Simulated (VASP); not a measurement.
# Si4Se3 (P6/mmm) in VASP: single point with PBE

Aim: the single point of Si4Se3 with PBE.

All numbers are computed with VASP 6.6.1; they aren't measurements. Logs are shortened: lines on timing, memory, paths and dates and some standing lists are left out, and cuts for length are marked.

**1. The cell of the first run**

It takes space group P6/mmm (No. 191, hexagonal). The conventional cell has a = 8.565 Å, b = 8.565 Å, c = 4.618 Å, α = 90.00°, β = 90.00°, γ = 120.00°. Within 3.3 Å of Si (site symmetry mmm) lie 2 Se at 2.47 Å. Within 3.1 Å of Si (site symmetry 6/mmm) lie 2 Se at 2.31 Å. Se (site symmetry -6m2) has 3 Si at 2.47 Å within 3.3 Å. Se (site symmetry 6/mmm) has 2 Si at 2.31 Å within 3.1 Å.

The cell was built from a structure type or drawn by symmetry, and may not be a known phase.

**2. Single point, PBE**

The input, INCAR:

```
SYSTEM = Si4Se3
PREC = Accurate ; ENCUT = 500
EDIFF = 1E-6 ; ISMEAR = 0
SIGMA = 0.2 ; LREAL = .False.
LASPH = .True. ; NELM = 120
ALGO = Normal ; ISIF = 2
LWAVE = .False. ; LCHARG = .False.
GGA = PE ; NBANDS = 26
GGA_COMPAT = .False.
```

The input, KPOINTS:

```
Automatic mesh
0
Gamma
  3 3 4
  0 0 0
```

The input, POSCAR:

```
Si4Se3
1.0
    8.5650530102      0.0000000000      0.0000000000
   -4.2825265051      7.4175534916      0.0000000000
    0.0000000000      0.0000000000      4.6178138046
Si Se
4 3
Direct
    0.5000000000      0.0000000000      0.0000000000
    0.0000000000      0.5000000000      0.0000000000
    0.5000000000      0.5000000000      0.0000000000
    0.0000000000      0.0000000000      0.5000000000
    0.3333333333      0.6666666667      0.0000000000
    0.6666666667      0.3333333333      0.0000000000
    0.0000000000      0.0000000000      0.0000000000
```

Potentials or basis: VASP PAW PBE potentials, release 64 (Si, Se).

The run is started by

```bash
cat potpaw_PBE.64/Si/POTCAR potpaw_PBE.64/Se/POTCAR > POTCAR
mpirun -np 1 vasp_std > vasp.out
```

OUTCAR:

```text
SYSTEM = Si4Se3
   PREC = Accurate
   ENCUT = 500
   EDIFF = 1E-6
   ISMEAR = 0
   LREAL = .False.
   LASPH = .True.
   NELM = 120
   ISIF = 2
   GGA = PE

 ion  position               nearest neighbor table
   1  0.500  0.000  0.000-   5 2.47   6 2.47
   2  0.000  0.500  0.000-   5 2.47   6 2.47
   3  0.500  0.500  0.000-   5 2.47   6 2.47
   4  0.000  0.000  0.500-   7 2.31   7 2.31
   5  0.333  0.667  0.000-   2 2.47   1 2.47   3 2.47
   6  0.667  0.333  0.000-   2 2.47   1 2.47   3 2.47
   7  0.000  0.000  0.000-   4 2.31   4 2.31

  LATTYP: Found a hexagonal cell.
 ALAT       =     8.5650530102
 C/A-ratio  =     0.5391459690

  Lattice vectors:

 A1 = (   8.5650530102,   0.0000000000,   0.0000000000)
 A2 = (  -4.2825265051,   7.4175534916,   0.0000000000)
 A3 = (   0.0000000000,   0.0000000000,   4.6178138046)

Analysis of symmetry for initial positions (statically):
=====================================================================
 Subroutine PRICEL returns:
 Original cell was already a primitive cell.

 Routine SETGRP: Setting up the symmetry group for a
 hexagonal supercell.

 Subroutine GETGRP returns: Found 24 space group operations
 (whereof 24 operations were pure point group operations)
 out of a pool of 24 trial point group operations.

The static configuration has the point symmetry D_6h.

Analysis of symmetry for dynamics (positions and initial velocities):
=====================================================================
 Subroutine PRICEL returns:
 Original cell was already a primitive cell.

 Routine SETGRP: Setting up the symmetry group for a
 hexagonal supercell.

 Subroutine GETGRP returns: Found 24 space group operations
 (whereof 24 operations were pure point group operations)
 out of a pool of 24 trial point group operations.

The dynamic configuration has the point symmetry D_6h.

 Subroutine INISYM returns: Found 24 space group operations
 (whereof 24 operations are pure point group operations),
 and found     1 'primitive' translations

----------------------------------------------------------------------------------------

                                     Primitive cell

  volume of cell :     293.3777
[... 82 lines left out ...]
   NELM   =    120;   NELMIN=  2; NELMDL= -5     # of ELM steps
   EDIFF  = 0.1E-05   stopping-criterion for ELM
   LREAL  =      F    real-space projection
   EDIFFG = 0.1E-04   stopping-criterion for IOM
   NSW    =      0    number of steps for IOM
   IBRION =     -1    ionic relax: 0-MD 1-quasi-New 2-CG
   NFREE  =      0    steps in history (QN), initial steepest desc. (CG)
   ISIF   =      2    stress and relaxation
   ISYM   =      2    0-nonsym 1-usesym 2-fastsym
   POTIM  = 0.5000    time-step for ionic-motion
   TEBEG  =    0.0;   TEEND  =   0.0 temperature during run
   PSTRESS=    0.0 pullay stress
   NELECT =      34.0000    total number of electrons
   NUPDOWN=      -1.0000    fix difference up-down
   EMIN   =  10.00;   EMAX   =-10.00  energy-range for DOS
   EFERMI =   0.00;   METHOD = LEGACY
   ISMEAR =     0;   SIGMA  =   0.20  broadening in eV -4-tet -1-fermi 0-gaus
   EFERMI_NEDOS =   21; number of points for ismear=-14 and -15
   IALGO  =     38    algorithm
   IMIX   =      4    mixing-type and parameters
     AMIX     =   0.40;   BMIX     =  1.00
     AMIX_MAG =   1.60;   BMIX_MAG =  1.00
  volume/ion in A,a.u.               =      41.91       282.83
  Fermi-wavevector in a.u.,A,eV,Ry     =   0.798164  1.508311  8.667804  0.637066
  Thomas-Fermi vector in A             =   1.905022
   LORBIT       =      0    0 simple, 1 ext, 2 COOP (PROOUT), +10 PAW based schemes
   GGA     = PE    functional components
   LHFCALC =     F    Hartree Fock is set to
   AEXX    =    0.0000 exact exchange contribution
   IVDW    =     0    specifies the selected vdW correction
   LEPSILON=     F    determine dielectric tensor
   LRPA    =     F    only Hartree local field effects (RPA)
 non-spin polarized calculation
 Gauss-broadening in eV      SIGMA  =   0.20
  energy-cutoff  :      500.00
  volume of cell :      293.38
 maximum number of plane-waves:      7465
 NGX is ok and might be reduce to    64
   NGX = 31   NGY = 31   NGZ = 17

 number of electron      34.0000000 magnetization

 Free energy of the ion-electron system (eV)
  ---------------------------------------------------
  ext. energy  EPLUGINS =         0.00000000
  ---------------------------------------------------
  free energy    TOTEN  =       -24.04105407 eV

  energy without entropy =      -23.86239925  energy(sigma->0) =      -23.95172666

 E-fermi :   0.7311     XC(G=0):  -6.7355

 val. band max:        0.7023522826   @ k =   0.3333   0.3333   0.2500
 cond. band min:       0.7404900158   @ k =   0.3333   0.0000   0.5000
 fundamental gap:      0.0381377332
 Fermi energy:         0.7310941501

 k-point     1 :       0.0000    0.0000    0.0000
  band No.  band energies     occupation
      1     -13.1715      2.00000
      2     -13.0637      2.00000
      3     -12.8121      2.00000
      4      -7.3709      2.00000
      5      -7.3709      2.00000
      6      -4.9626      2.00000
[... 250 lines left out ...]
     25       4.0481      0.00000
     26       5.1013      0.00000

------------------------ aborting loop because EDIFF is reached ----------------------------------------

  FORCE on cell =-STRESS in cart. coord.  units (eV):
  Direction    XX          YY          ZZ          XY          YZ          ZX
  --------------------------------------------------------------------------------------
  -------------------------------------------------------------------------------------
  Total       -0.5624999     -0.5624999      0.0844874      0.0000000      0.0000000      0.0000000
  in kB       -3.0718917     -3.0718917      0.4613977      0.0000000      0.0000000      0.0000000
  external PRESSURE =      -1.8941286 kB  Pullay stress =       0.0000000 kB

 VOLUME and BASIS-vectors are now :
 -----------------------------------------------------------------------------
  energy-cutoff  :      500.00
  volume of cell :      293.38
      direct lattice vectors                 reciprocal lattice vectors
     8.565053010  0.000000000  0.000000000     0.116753510  0.067407670  0.000000000
    -4.282526505  7.417553492  0.000000000     0.000000000  0.134815341  0.000000000
     0.000000000  0.000000000  4.617813805     0.000000000  0.000000000  0.216552690

 POSITION                                       TOTAL-FORCE (eV/Angst)
 -----------------------------------------------------------------------------------
      4.28253      0.00000      0.00000        -0.000000      0.000000     -0.000000
     -2.14126      3.70878      0.00000        -0.000000      0.000000     -0.000000
      2.14126      3.70878      0.00000        -0.000000      0.000000     -0.000000
      0.00000      0.00000      2.30891        -0.000000      0.000000     -0.000000
     -0.00000      4.94504      0.00000        -0.000000      0.000000     -0.000000
      4.28253      2.47252      0.00000         0.000000     -0.000000      0.000000
      0.00000      0.00000      0.00000        -0.000000      0.000000     -0.000000
 -----------------------------------------------------------------------------------
    total drift:                               -0.000000      0.000000      0.000000

  FREE ENERGIE OF THE ION-ELECTRON SYSTEM (eV)
  ---------------------------------------------------
  free  energy   TOTEN  =       -24.0410540699 eV

  energy  without entropy=      -23.8623992526  energy(sigma->0) =      -23.95172666
```

OSZICAR:

```text
N       E                     dE             d eps       ncg     rms          rms(c)
DAV:   1     0.135176156376E+03    0.13518E+03   -0.11319E+04   468   0.973E+02
DAV:   2    -0.906412867572E+01   -0.14424E+03   -0.13620E+03   638   0.149E+02
DAV:   3    -0.242532799699E+02   -0.15189E+02   -0.14828E+02   574   0.493E+01
DAV:   4    -0.246332578233E+02   -0.37998E+00   -0.37839E+00   550   0.915E+00
DAV:   5    -0.246420162003E+02   -0.87584E-02   -0.87557E-02   584   0.141E+00    0.792E+00
DAV:   6    -0.240686628760E+02    0.57335E+00   -0.10544E+00   542   0.402E+00    0.457E+00
DAV:   7    -0.240483229404E+02    0.20340E-01   -0.22988E-01   506   0.179E+00    0.171E+00
DAV:   8    -0.240429557563E+02    0.53672E-02   -0.42035E-02   540   0.696E-01    0.417E-01
DAV:   9    -0.240407121400E+02    0.22436E-02   -0.11808E-02   522   0.323E-01    0.119E-01
DAV:  10    -0.240408194071E+02   -0.10727E-03   -0.11264E-03   516   0.139E-01    0.633E-02
DAV:  11    -0.240410010144E+02   -0.18161E-03   -0.21701E-04   522   0.676E-02    0.191E-02
DAV:  12    -0.240410455846E+02   -0.44570E-04   -0.56365E-05   514   0.338E-02    0.771E-03
DAV:  13    -0.240410519753E+02   -0.63907E-05   -0.76183E-06   552   0.109E-02    0.248E-03
DAV:  14    -0.240410537780E+02   -0.18027E-05   -0.20899E-06   428   0.575E-03    0.114E-03
DAV:  15    -0.240410540699E+02   -0.29198E-06   -0.29619E-07   270   0.244E-03
   1 F= -.24041054E+02 E0= -.23951727E+02  d E =-.178655E+00
```

stdout:

```text
POSCAR found type information on POSCAR SiSe
 POSCAR found :  2 types and       7 ions
 scaLAPACK will be used
 LDA part: xc-table for (Slater+PW92), standard interpolation
 POSCAR, INCAR and KPOINTS ok, starting setup
 FFT: planning ... GRIDC
 FFT: planning ... GRID_SOFT
 FFT: planning ... GRID
 WAVECAR not read
 entering main loop
```

Run time: 2 min. Hardware: 1 thread of Intel Xeon 8259CL, shared host; peak memory 0.4 GiB.

What came out:

```
Free energy            : -24.0411 eV
Pressure               : -0.2 GPa
Band gap on the k mesh : zero (bands 17 and 18 overlap by 0.59 eV)
```

Stress tensor (GPa, compression positive):
```
-0.31  0.00  0.00
 0.00 -0.31  0.00
 0.00  0.00  0.05
```
